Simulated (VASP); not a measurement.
# NiO (Pm-3m) in VASP: notebook

Aim: see how the results for NiO move with the level of theory and the settings. Levels: PBE+D3(BJ), PBE+D4. Tasks: single point.

Everything below comes from runs of VASP 6.6.1. Logs are shortened: lines on timing, memory, paths and dates and some standing lists are left out, and cuts for length are marked.

### 1 The cell of the first run

Symmetry: Pm-3m, No. 221, cubic system. The conventional cell has a = 2.505 Å, b = 2.505 Å, c = 2.505 Å, α = 90.00°, β = 90.00°, γ = 90.00°. Within 2.9 Å of Ni (site symmetry m-3m) lie 8 O at 2.17 Å and 6 Ni at 2.50 Å. Within 2.9 Å of O (site symmetry m-3m) lie 8 Ni at 2.17 Å and 6 O at 2.50 Å.

### 2 Single point, PBE+D3(BJ), collinear spin, ferromagnetic start

Contents of INCAR:

```
SYSTEM = NiO
PREC     = Accurate       ! precision mode
ENCUT    = 520            ! plane-wave cutoff, eV
EDIFF    = 1E-7           ! SCF threshold, eV
ISMEAR   = -1             ! smearing method
SIGMA    = 0.05           ! smearing width, eV
LREAL    = .FALSE.        ! projectors in reciprocal space
LASPH    = .TRUE.         ! aspherical terms in the spheres
NELM     = 150            ! most SCF steps
ALGO     = Normal         ! electronic algorithm
ISIF     = 2              ! what is computed and relaxed
LWAVE    = .FALSE.        ! write WAVECAR
LCHARG   = .FALSE.        ! write CHGCAR
ISPIN    = 2              ! spin polarisation
MAGMOM   = 1 0            ! initial moments
LORBIT   = 11             ! projections on sites
LMAXMIX  = 4              ! l up to which the mixer works
GGA      = PE             ! functional
IVDW     = 12             ! dispersion correction
NBANDS   = 19             ! bands
```

Contents of KPOINTS:

```
regular mesh
0
G
  11 11 11
  0 0 0
```

Contents of POSCAR:

```
NiO
1.0
    2.5046153800      0.0000000000      0.0000000000
    0.0000000000      2.5046153800      0.0000000000
    0.0000000000      0.0000000000      2.5046153800
Ni O
1 1
Direct
    0.0000000000      0.0000000000      0.0000000000
    0.5000000000      0.5000000000      0.5000000000
```

Potentials or basis: VASP PAW PBE potentials, release 64 (Ni, O).

On the command line:

```
cat potpaw_PBE.64/Ni/POTCAR potpaw_PBE.64/O/POTCAR > POTCAR
mpirun -np 1 vasp_std > vasp.out
```

OUTCAR:

```text
SYSTEM = NiO
   PREC = Accurate
   ENCUT = 520
   EDIFF = 1E-7
   ISMEAR = -1
   LREAL = .FALSE.
   LASPH = .TRUE.
   NELM = 150
   ISIF = 2
   ISPIN = 2
   LORBIT = 11
   GGA = PE
   IVDW = 12
 IVDW          = 12

 ion  position               nearest neighbor table
   1  0.000  0.000  0.000-   2 2.17   2 2.17   2 2.17   2 2.17   2 2.17   2 2.17   2 2.17   2 2.17

   2  0.500  0.500  0.500-   1 2.17   1 2.17   1 2.17   1 2.17   1 2.17   1 2.17   1 2.17   1 2.17

  LATTYP: Found a simple cubic cell.
 ALAT       =     2.5046153800

  Lattice vectors:

 A1 = (   2.5046153800,   0.0000000000,   0.0000000000)
 A2 = (   0.0000000000,   2.5046153800,   0.0000000000)
 A3 = (   0.0000000000,   0.0000000000,   2.5046153800)

Analysis of symmetry for initial positions (statically):
=====================================================================
 Subroutine PRICEL returns:
 Original cell was already a primitive cell.

 Routine SETGRP: Setting up the symmetry group for a
 simple cubic supercell.

 Subroutine GETGRP returns: Found 48 space group operations
 (whereof 48 operations were pure point group operations)
 out of a pool of 48 trial point group operations.

The static configuration has the point symmetry O_h .

Analysis of symmetry for dynamics (positions and initial velocities):
=====================================================================
 Subroutine PRICEL returns:
 Original cell was already a primitive cell.

 Routine SETGRP: Setting up the symmetry group for a
 simple cubic supercell.

 Subroutine GETGRP returns: Found 48 space group operations
 (whereof 48 operations were pure point group operations)
 out of a pool of 48 trial point group operations.

The dynamic configuration has the point symmetry O_h .

Analysis of structural, dynamic, and magnetic symmetry:
=====================================================================
 Subroutine PRICEL returns:
 Original cell was already a primitive cell.

 Routine SETGRP: Setting up the symmetry group for a
 simple cubic supercell.

 Subroutine GETGRP returns: Found 48 space group operations
 (whereof 48 operations were pure point group operations)
 out of a pool of 48 trial point group operations.

The overall configuration has the point symmetry O_h .

 Subroutine INISYM returns: Found 48 space group operations
 (whereof 48 operations are pure point group operations),
 and found     1 'primitive' translations

[... 115 lines left out ...]
  volume/ion in A,a.u.               =       7.86        53.01
  Fermi-wavevector in a.u.,A,eV,Ry     =   1.647051  3.112476 36.909583  2.712778
  Thomas-Fermi vector in A             =   2.736576
   LORBIT       =     11    0 simple, 1 ext, 2 COOP (PROOUT), +10 PAW based schemes
   GGA     = PE    functional components
   LHFCALC =     F    Hartree Fock is set to
   AEXX    =    0.0000 exact exchange contribution
   IVDW    =    12    specifies the selected vdW correction
   LEPSILON=     F    determine dielectric tensor
   LRPA    =     F    only Hartree local field effects (RPA)
 spin polarized calculation
  energy-cutoff  :      520.00
  volume of cell :       15.71
 maximum number of plane-waves:       441
 NGX is ok and might be reduce to    20
   NGX =  9   NGY =  9   NGZ =  9

 number of electron      15.9999993 magnetization       0.7276070

 Free energy of the ion-electron system (eV)
  ---------------------------------------------------
  ext. energy  EPLUGINS =         0.00000000
  ---------------------------------------------------
  free energy    TOTEN  =       -10.33720204 eV

  energy without entropy =      -10.31119337  energy(sigma->0) =      -10.32419770

 E-fermi :   9.7670     XC(G=0): -13.7256

 val. band max:        9.7631545343   @ k =   0.2727   0.2727   0.1818
 cond. band min:       9.7712272980   @ k =   0.4545   0.4545   0.0909
 fundamental gap:      0.0080727637
 Fermi energy:         9.7670210229

 spin component 1

 k-point     1 :       0.0000    0.0000    0.0000
  band No.  band energies     occupation
      1     -11.5828      1.00000
      2       6.1010      1.00000
      3       6.1010      1.00000
      4       6.7332      1.00000
      5       6.7332      1.00000
      6       6.7332      1.00000
[... 517 lines left out ...]
     18      42.4260      0.00000
     19      46.7132      0.00000

 [... further k-points ...]

 spin component 2

 k-point     1 :       0.0000    0.0000    0.0000
  band No.  band energies     occupation
      1     -11.3611      1.00000
      2       6.5238      1.00000
      3       6.5238      1.00000
      4       7.0075      1.00000
      5       7.0075      1.00000
      6       7.0075      1.00000
[... 517 lines left out ...]
     18      42.5048      0.00000
     19      46.7880      0.00000

 [... further k-points ...]

------------------------ aborting loop because EDIFF is reached ----------------------------------------

 Edisp (eV)   -0.58872

 E8    (eV) :    -0.2234

  FORCE on cell =-STRESS in cart. coord.  units (eV):
  Direction    XX          YY          ZZ          XY          YZ          ZX
  --------------------------------------------------------------------------------------
  -------------------------------------------------------------------------------------
  Total       1.88657     1.88657     1.88657    -0.00000    -0.00000     0.00000
  in kB     192.38026   192.38026   192.38026    -0.00000    -0.00000     0.00000
  external pressure =      192.38 kB  Pullay stress =        0.00 kB

 VOLUME and BASIS-vectors are now :
 -----------------------------------------------------------------------------
  energy-cutoff  :      520.00
  volume of cell :       15.71
      direct lattice vectors                 reciprocal lattice vectors
     2.504615380  0.000000000  0.000000000     0.399262900  0.000000000  0.000000000
     0.000000000  2.504615380  0.000000000     0.000000000  0.399262900  0.000000000
     0.000000000  0.000000000  2.504615380     0.000000000  0.000000000  0.399262900

 POSITION                                       TOTAL-FORCE (eV/Angst)
 -----------------------------------------------------------------------------------
      0.00000      0.00000      0.00000         0.000000      0.000000      0.000000
      1.25231      1.25231      1.25231         0.000000      0.000000      0.000000
 -----------------------------------------------------------------------------------
    total drift:                               -0.000000      0.000000      0.000000

  FREE ENERGIE OF THE ION-ELECTRON SYSTEM (eV)
  ---------------------------------------------------
  free  energy   TOTEN  =       -10.9259265859 eV

  energy  without entropy=      -10.8999179156  energy(sigma->0) =      -10.91292225

 total charge

# of ion       s       p       d       tot
------------------------------------------
    1        0.344   0.445   8.383   9.172
    2        1.604   3.321   0.000   4.925
--------------------------------------------------
tot          1.948   3.766   8.383  14.098

 magnetization (x)

# of ion       s       p       d       tot
------------------------------------------
    1       -0.004  -0.002   0.568   0.562
    2        0.003   0.149   0.000   0.152
--------------------------------------------------
tot         -0.001   0.147   0.568   0.714
```

OSZICAR:

```text
N       E                     dE             d eps       ncg     rms          rms(c)
DAV:   1     0.812274380664E+02    0.81227E+02   -0.69398E+03  4654   0.108E+03
DAV:   2    -0.839918079835E+01   -0.89627E+02   -0.78621E+02  4441   0.238E+02
DAV:   3    -0.129056891869E+02   -0.45065E+01   -0.42794E+01  4750   0.534E+01
DAV:   4    -0.129408016308E+02   -0.35112E-01   -0.35076E-01  4862   0.458E+00
[... 39 lines left out ...]
DAV:  44    -0.103372011859E+02    0.21514E-05   -0.82802E-06  5881   0.523E-02    0.485E-03
DAV:  45    -0.103372015543E+02   -0.36834E-06   -0.11205E-06  4550   0.821E-03    0.475E-03
DAV:  46    -0.103372022042E+02   -0.64988E-06   -0.49185E-07  5110   0.149E-02    0.495E-03
DAV:  47    -0.103372020042E+02    0.20001E-06   -0.59488E-08  2512   0.501E-03    0.484E-03
DAV:  48    -0.103372020369E+02   -0.32750E-07   -0.59597E-09  2266   0.106E-03
   1 F= -.10925927E+02 E0= -.10912922E+02  d E =-.260087E-01  mag=     0.7279
```

stdout:

```text
POSCAR found type information on POSCAR NiO
 POSCAR found :  2 types and       2 ions
 scaLAPACK will be used
 LDA part: xc-table for (Slater+PW92), standard interpolation
 POSCAR, INCAR and KPOINTS ok, starting setup
 FFT: planning ... GRIDC
 FFT: planning ... GRID_SOFT
 FFT: planning ... GRID
 WAVECAR not read
 entering main loop
```

Wall time 1.8 min (1 thread of Intel Xeon Platinum 8259CL at 2.50GHz (Skylake/Cascade Lake), shared host); peak memory 0.16 GiB.

Results:

| Quantity | Value |
| --- | --- |
| Free energy | -10.9259 eV |
| Pressure | 19.2 GPa |
| Net moment | 0.73 μB per cell |
| Site moments | Ni +0.56; O +0.15 μB |
| Valence electrons inside the program's atomic spheres | Ni 9.17; O 4.92 |
| Dispersion energy per atom | -0.294 eV |

Levels at points of the mesh, in eV from the Fermi level:
Spin up:
| k point | band 5 | band 6 | band 7 | band 8 | band 9 | band 10 | band 11 | band 12 | band 13 | band 14 |
| --- | --- | --- | --- | --- | --- | --- | --- | --- | --- | --- |
| (0.00, 0.00, 0.00) | -3.03 | -3.03 | -1.25 | -1.25 | -1.25 | 1.80 | 16.65 | 16.65 | 22.14 | 22.14 |
Spin down:
```
           k point  band 4  band 5  band 6  band 7  band 8  band 9  band 10  band 11  band 12  band 13
(0.00, 0.00, 0.00)   -2.76   -2.76   -2.76   -0.57   -0.57   -0.57     1.97    16.77    16.77    22.33
```

Caveat: three body term missing; a cell with one magnetic atom can't hold antiferromagnetic order, which such compounds often take; semilocal functionals often make such compounds metallic where correlation or magnetic order opens a gap, which also shifts bond lengths; pairwise dispersion overbinds metals, which lowers pressure and volume.

(Continued in part 2 of 2.)
